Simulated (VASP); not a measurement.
Wanted: the native input for a VASP 6.6.1 run.

- Task: relaxation of cell and atoms
- Functional: r2SCAN
- Potentials or basis: VASP PAW PBE potentials, release 64 (Pb_d, Se)
- Cutoff: 600 eV
- k mesh: 10 × 10 × 10
- Occupations: gaussian, width 0.02 eV
- Spin: no spin polarisation
- Dipole correction: no
- Further INCAR settings: ALGO = Normal; EDIFF = 1e-07; IBRION = 2; EDIFFG = -0.005; NSW = 100; ISIF = 3

PbSe:

```
Pb Se
1.0
     0.00000    3.06215    3.06215
     3.06215    0.00000    3.06215
     3.06215    3.06215    0.00000
Pb Se
1 1
Direct
  0.00000 0.00000 0.00000
  0.50000 0.50000 0.50000
```

These files were run (other wordings do the same):

POSCAR

```
PbSe
1.0
    0.0000000000      3.0621500000      3.0621500000
    3.0621500000      0.0000000000      3.0621500000
    3.0621500000      3.0621500000      0.0000000000
Pb Se
1 1
Direct
    0.0000000000      0.0000000000      0.0000000000
    0.5000000000      0.5000000000      0.5000000000
```

INCAR.step1

```
ALGO = Normal ; EDIFF = 1E-4
ENCUT = 600 ; GGA = PE
ISMEAR = 0 ; LASPH = True
LCHARG = False ; LREAL = False
LWAVE = True ; NELM = 80
PREC = Accurate ; SIGMA = 0.02
```

INCAR.step2

```
ALGO = Normal ; EDIFF = 1E-7
EDIFFG = -0.005 ; ENCUT = 600
IBRION = 2 ; ISIF = 3
ISMEAR = 0 ; ISTART = 1
LASPH = True ; LCHARG = False
LMIXTAU = True ; LREAL = False
LWAVE = False ; METAGGA = R2SCAN
NELM = 80 ; NSW = 100
PREC = Accurate ; SIGMA = 0.02
```

KPOINTS

```
k-points
0
Gamma
  10 10 10
```

Potentials or basis: VASP PAW PBE potentials, release 64 (Pb_d, Se).

The run is started by

```sh
$ cat potpaw_PBE.64/Pb_d/POTCAR potpaw_PBE.64/Se/POTCAR > POTCAR
$ cp INCAR.step1 INCAR
$ mpirun -np 1 vasp_std > vasp.out
$ cp INCAR.step2 INCAR
$ mpirun -np 1 vasp_std > vasp.out
```

It gave:

```json
{
 "Relaxed volume": "29.49 Å³/atom",
 "Relaxed cell": "a = 4.369 Å, b = 4.369 Å, c = 4.369 Å, α = 60.00°, β = 60.00°, γ = 60.00°",
 "Space group after relaxing (to 0.05 Å)": "Fm-3m (No. 225)",
 "Energy gained by relaxing": "3.5 meV/atom",
 "Ionic steps": "3",
 "Pressure after relaxing": "0.0 GPa",
 "Band gap on the k mesh": "0.67 eV, direct"
}
```

Caveat: the PAW data sets were made with another functional, which shifts forces and pressure a little; spin-orbit coupling is left out, which moves the levels of the heavy elements.

It took 14 min on 1 thread of Oxide Virtual Turin-like Processor, on a shared host, peak memory 0.23 GiB.
